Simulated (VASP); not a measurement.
# Hf (R-3m) in VASP: further runs

Hf is run at these levels: PBEsol; tasks: single point.

Program: VASP 6.6.1. These are calculated values, not measurements. Logs are shortened: lines on timing, memory, paths and dates and some standing lists are left out, and cuts for length are marked.

## 1. The cell of the first run

It takes space group R-3m (No. 166, trigonal). The conventional cell has a = 4.305 Å, b = 4.305 Å, c = 10.544 Å, α = 90.00°, β = 90.00°, γ = 120.00°. Within 3.4 Å of Hf (site symmetry 3m) lie 4 Hf at 2.56 to 2.90 Å.

## 2. Single point, PBEsol (shortest bond scaled by 1.1)

Input file INCAR:

```
PREC     = Accurate       # precision mode
ENCUT    = 520            # plane-wave cutoff, eV
EDIFF    = 1E-6           # SCF threshold, eV
ISMEAR   = -1             # smearing method
SIGMA    = 0.05           # smearing width, eV
LREAL    = False          # projectors in reciprocal space
LASPH    = True           # aspherical terms in the spheres
NELM     = 60             # most SCF steps
ALGO     = Normal         # electronic algorithm
ISIF     = 2              # what is computed and relaxed
LWAVE    = False          # write WAVECAR
LCHARG   = False          # write CHGCAR
GGA      = PS             # functional
NBANDS   = 17             # bands
```

Input file KPOINTS:

```
regular mesh
0
Gamma
  9 9 9
```

Input file POSCAR:

```
Hf
1.0
    0.0000000000      3.0438467722      3.0438467722
    3.0438467722      0.0000000000      3.0438467722
    3.0438467722      3.0438467722      0.0000000000
Hf
2
Direct
   -0.0875000000     -0.1375000000     -0.1375000000
    0.0875000000      0.1375000000      0.1375000000
```

Potentials or basis: VASP PAW PBE potentials, release 64 (Hf_pv).

The run is started by

```bash
> cat potpaw_PBE.64/Hf_pv/POTCAR > POTCAR
> mpirun -np 1 vasp_std > vasp.out
```

OUTCAR:

```text
PREC = Accurate
   ENCUT = 520
   EDIFF = 1E-6
   ISMEAR = -1
   LREAL = False
   LASPH = True
   NELM = 60
   ISIF = 2
   GGA = PS

 ion  position               nearest neighbor table
   1  0.913  0.862  0.862-   2 2.56   2 2.56   2 2.56   2 2.90
   2  0.087  0.138  0.138-   1 2.56   1 2.56   1 2.56   1 2.90

  LATTYP: Found a face centered cubic cell.
 ALAT       =     6.0876935444

  Lattice vectors:

 A1 = (   0.0000000000,   3.0438467722,   3.0438467722)
 A2 = (   3.0438467722,   0.0000000000,   3.0438467722)
 A3 = (   3.0438467722,   3.0438467722,   0.0000000000)

Analysis of symmetry for initial positions (statically):
=====================================================================
 Subroutine PRICEL returns:
 Original cell was already a primitive cell.

 Routine SETGRP: Setting up the symmetry group for a
 face centered cubic supercell.

 Subroutine GETGRP returns: Found 12 space group operations
 (whereof  4 operations were pure point group operations)
 out of a pool of 48 trial point group operations.

The static configuration has the point symmetry C_2h.
 The point group associated with its full space group is D_3d.

Analysis of symmetry for dynamics (positions and initial velocities):
=====================================================================
 Subroutine PRICEL returns:
 Original cell was already a primitive cell.

 Routine SETGRP: Setting up the symmetry group for a
 face centered cubic supercell.

 Subroutine GETGRP returns: Found 12 space group operations
 (whereof  4 operations were pure point group operations)
 out of a pool of 48 trial point group operations.

The dynamic configuration has the point symmetry C_2h.
 The point group associated with its full space group is D_3d.

 Subroutine INISYM returns: Found 12 space group operations
 (whereof  4 operations are pure point group operations),
 and found     1 'primitive' translations

----------------------------------------------------------------------------------------

                                     Primitive cell

  volume of cell :      56.4025

  direct lattice vectors                    reciprocal lattice vectors
     0.000000000  3.043846772  3.043846772    -0.164265825  0.164265825  0.164265825
     3.043846772  0.000000000  3.043846772     0.164265825 -0.164265825  0.164265825
     3.043846772  3.043846772  0.000000000     0.164265825  0.164265825 -0.164265825

  length of vectors
     4.304649387  4.304649387  4.304649387     0.284516754  0.284516754  0.284516754

  position of ions in fractional coordinates (direct lattice)
     0.912500000  0.862500000  0.862500000
     0.087500000  0.137500000  0.137500000

  ion indices of the primitive-cell ions
   primitive index   ion index
                 1           1
                 2           2

----------------------------------------------------------------------------------------

 KPOINTS: regular mesh

Automatic generation of k-mesh.
 Grid dimensions read from file:
 generate k-points for:    9    9    9

 Generating k-lattice:

  Cartesian coordinates                     Fractional coordinates (reciprocal lattice)
    -0.018251758  0.018251758  0.018251758     0.111111111  0.000000000  0.000000000
     0.018251758 -0.018251758  0.018251758     0.000000000  0.111111111  0.000000000
     0.018251758  0.018251758 -0.018251758     0.000000000  0.000000000  0.111111111

  Length of vectors
     0.031612973  0.031612973  0.031612973

  Shift w.r.t. Gamma in fractional coordinates (k-lattice)
     0.000000000  0.000000000  0.000000000

 Subroutine IBZKPT returns following result:
 ===========================================

 Found     85 irreducible k-points:

 Following reciprocal coordinates:
            Coordinates               Weight
  0.000000  0.000000  0.000000      1.000000
  0.111111  0.000000  0.000000      2.000000
  0.000000  0.111111  0.000000      6.000000
  0.222222  0.000000  0.000000      2.000000
  0.000000  0.222222  0.000000      6.000000
  0.333333  0.000000  0.000000      2.000000
[... 16 lines left out ...]
 -0.333333  0.111111  0.000000      6.000000
  0.000000 -0.333333  0.111111     12.000000
 [... further k-points ...]
   k-points           NKPTS =     85   k-points in BZ     NKDIM =     85   number of bands    NBANDS=     17
   number of dos      NEDOS =    301   number of ions     NIONS =      2
   total plane-waves  NPLWV =  32768
   dimension x,y,z NGX =    32 NGY =   32 NGZ =   32
   dimension x,y,z NGXF=    64 NGYF=   64 NGZF=   64
   ions per type =               2
   NGX,Y,Z   is equivalent  to a cutoff of  12.36, 12.36, 12.36 a.u.
   NGXF,Y,Z  is equivalent  to a cutoff of  24.72, 24.72, 24.72 a.u.
 SYSTEM =  unknown system
   PREC   = accura    normal or accurate (medium, high low for compatibility)
   ISTART =      0    job   : 0-new  1-cont  2-samecut
   ICHARG =      2    charge: 1-file 2-atom 10-const
   ISPIN  =      1    spin polarized calculation?
   LNONCOLLINEAR =      F non collinear calculations
   LSORBIT =      F    spin-orbit coupling
   LASPH  =      T    aspherical Exc in radial PAW
   ENCUT  =  520.0 eV  38.22 Ry    6.18 a.u.   8.00  8.00  8.00*2*pi/ulx,y,z
   NELM   =     60;   NELMIN=  2; NELMDL= -5     # of ELM steps
   EDIFF  = 0.1E-05   stopping-criterion for ELM
   LREAL  =      F    real-space projection
   EDIFFG = 0.1E-04   stopping-criterion for IOM
   NSW    =      0    number of steps for IOM
   IBRION =     -1    ionic relax: 0-MD 1-quasi-New 2-CG
   NFREE  =      0    steps in history (QN), initial steepest desc. (CG)
   ISIF   =      2    stress and relaxation
   ISYM   =      2    0-nonsym 1-usesym 2-fastsym
   POTIM  = 0.5000    time-step for ionic-motion
   TEBEG  =    0.0;   TEEND  =   0.0 temperature during run
   PSTRESS=    0.0 pullay stress
   NELECT =      20.0000    total number of electrons
   NUPDOWN=      -1.0000    fix difference up-down
   EMIN   =  10.00;   EMAX   =-10.00  energy-range for DOS
   EFERMI =   0.00;   METHOD = LEGACY
   ISMEAR =    -1;   SIGMA  =   0.05  broadening in eV -4-tet -1-fermi 0-gaus
   EFERMI_NEDOS =   21; number of points for ismear=-14 and -15
   IALGO  =     38    algorithm
   IMIX   =      4    mixing-type and parameters
     AMIX     =   0.40;   BMIX     =  1.00
     AMIX_MAG =   1.60;   BMIX_MAG =  1.00
  volume/ion in A,a.u.               =      28.20       190.31
  Fermi-wavevector in a.u.,A,eV,Ry     =   1.158738  2.189698 18.268196  1.342675
  Thomas-Fermi vector in A             =   2.295338
   LORBIT       =      0    0 simple, 1 ext, 2 COOP (PROOUT), +10 PAW based schemes
   GGA     = PS    functional components
   LHFCALC =     F    Hartree Fock is set to
   AEXX    =    0.0000 exact exchange contribution
   IVDW    =     0    specifies the selected vdW correction
   LEPSILON=     F    determine dielectric tensor
   LRPA    =     F    only Hartree local field effects (RPA)
 non-spin polarized calculation
  energy-cutoff  :      520.00
  volume of cell :       56.40
 maximum number of plane-waves:      1536
   NGX = 17   NGY = 17   NGZ = 17

 number of electron      20.0000001 magnetization

 Free energy of the ion-electron system (eV)
  ---------------------------------------------------
  ext. energy  EPLUGINS =         0.00000000
  ---------------------------------------------------
  free energy    TOTEN  =       -15.33501032 eV

  energy without entropy =      -15.30506813  energy(sigma->0) =      -15.32003923

 E-fermi :   2.5216     XC(G=0): -10.0606

 val. band max:        2.5175804744   @ k =  -0.4444   0.3333   0.1111
 cond. band min:       2.5233260313   @ k =   0.0000  -0.4444   0.3333
 fundamental gap:      0.0057455569
 Fermi energy:         2.5215511909

 k-point     1 :       0.0000    0.0000    0.0000
  band No.  band energies     occupation
      1     -28.6647      2.00000
      2     -28.6647      2.00000
      3     -27.9517      2.00000
      4     -27.7229      2.00000
      5     -27.1598      2.00000
      6     -27.1598      2.00000
[... 9 lines left out ...]
     16       9.0939      0.00000
     17       9.0939      0.00000

 k-point     2 :       0.1111    0.0000    0.0000
  band No.  band energies     occupation
      1     -28.6707      2.00000
      2     -28.6707      2.00000
      3     -27.9996      2.00000
      4     -27.6785      2.00000
      5     -27.1536      2.00000
      6     -27.1536      2.00000
[... 9 lines left out ...]
     16       8.9913      0.00000
     17       8.9913      0.00000

 k-point     3 :       0.0000    0.1111    0.0000
  band No.  band energies     occupation
      1     -28.6833      2.00000
      2     -28.6502      2.00000
      3     -27.9799      2.00000
      4     -27.6987      2.00000
      5     -27.1732      2.00000
      6     -27.1376      2.00000
[... 9 lines left out ...]
     16       9.0400      0.00000
     17       9.1406      0.00000

 k-point     4 :       0.2222    0.0000    0.0000
  band No.  band energies     occupation
      1     -28.6856      2.00000
      2     -28.6856      2.00000
      3     -28.0853      2.00000
      4     -27.6014      2.00000
      5     -27.1382      2.00000
      6     -27.1382      2.00000
[... 9 lines left out ...]
     16       8.6185      0.00000
     17       8.6185      0.00000
[... 343 lines left out ...]
      1     -28.8108      2.00000
      2     -28.5322      2.00000
      3     -28.1468      2.00000
      4     -27.5726      2.00000
      5     -27.2713      2.00000
      6     -26.9828      2.00000
[... 9 lines left out ...]
     16       8.2867      0.00000
     17       8.8013      0.00000

 k-point    23 :      -0.3333    0.1111    0.0000
  band No.  band energies     occupation
      1     -28.7192      2.00000
      2     -28.7020      2.00000
      3     -28.1513      2.00000
      4     -27.5556      2.00000
      5     -27.1139      2.00000
      6     -27.1001      2.00000
[... 9 lines left out ...]
     16       6.9159      0.00000
     17       8.3334      0.00000

 k-point    24 :       0.0000   -0.3333    0.1111
  band No.  band energies     occupation
      1     -28.8256      2.00000
      2     -28.4707      2.00000
      3     -28.1736      2.00000
      4     -27.5285      2.00000
      5     -27.3456      2.00000
      6     -26.9709      2.00000
[... 9 lines left out ...]
     16       8.1168      0.00000
     17       8.6683      0.00000

 [... further k-points ...]

------------------------ aborting loop because EDIFF is reached ----------------------------------------

  FORCE on cell =-STRESS in cart. coord.  units (eV):
  Direction    XX          YY          ZZ          XY          YZ          ZX
  --------------------------------------------------------------------------------------
  -------------------------------------------------------------------------------------
  Total        1.7973533      1.7973533      1.7973533      1.9410876     -1.9410876      1.9410876
  in kB       51.0558696     51.0558696     51.0558696     55.1388078    -55.1388078     55.1388078
  external PRESSURE =      51.0558696 kB  Pullay stress =       0.0000000 kB

 VOLUME and BASIS-vectors are now :
 -----------------------------------------------------------------------------
  energy-cutoff  :      520.00
  volume of cell :       56.40
      direct lattice vectors                 reciprocal lattice vectors
     0.000000000  3.043846772  3.043846772    -0.164265825  0.164265825  0.164265825
     3.043846772  0.000000000  3.043846772     0.164265825 -0.164265825  0.164265825
     3.043846772  3.043846772  0.000000000     0.164265825  0.164265825 -0.164265825

 POSITION                                       TOTAL-FORCE (eV/Angst)
 -----------------------------------------------------------------------------------
      5.25064      5.40283      5.40283         0.020941     -0.020941     -0.020941
      0.83706      0.68487      0.68487        -0.020941      0.020941      0.020941
 -----------------------------------------------------------------------------------
    total drift:                               -0.000000     -0.000000     -0.000000

  FREE ENERGIE OF THE ION-ELECTRON SYSTEM (eV)
  ---------------------------------------------------
  free  energy   TOTEN  =       -15.3350103237 eV

  energy  without entropy=      -15.3050681269  energy(sigma->0) =      -15.32003923
```

It took 25 s on 1 thread of Intel Xeon 6975P-C (Granite Rapids), shared host; peak memory 0.21 GiB.

What came out:

| Quantity | Value |
| --- | --- |
| Free energy | -15.3350 eV |
| Pressure | 5.1 GPa |
| Largest force | 0.036 eV/Å |
| Band gap on the k mesh | zero (band 10 reaches 2.71 eV, above the bottom of band 11 at 2.36 eV) |

Forces on the atoms (eV/Å):
```
Hf   0.021 -0.021 -0.021
Hf  -0.021  0.021  0.021
```

Caveat: the cell differs from its parent crystal (shortest bond scaled by 1.1); the PAW data sets were made with another functional, which shifts forces and pressure a little; spin-orbit coupling is left out, which moves the levels of the heavy elements.

(Continued in part 2 of 2.)
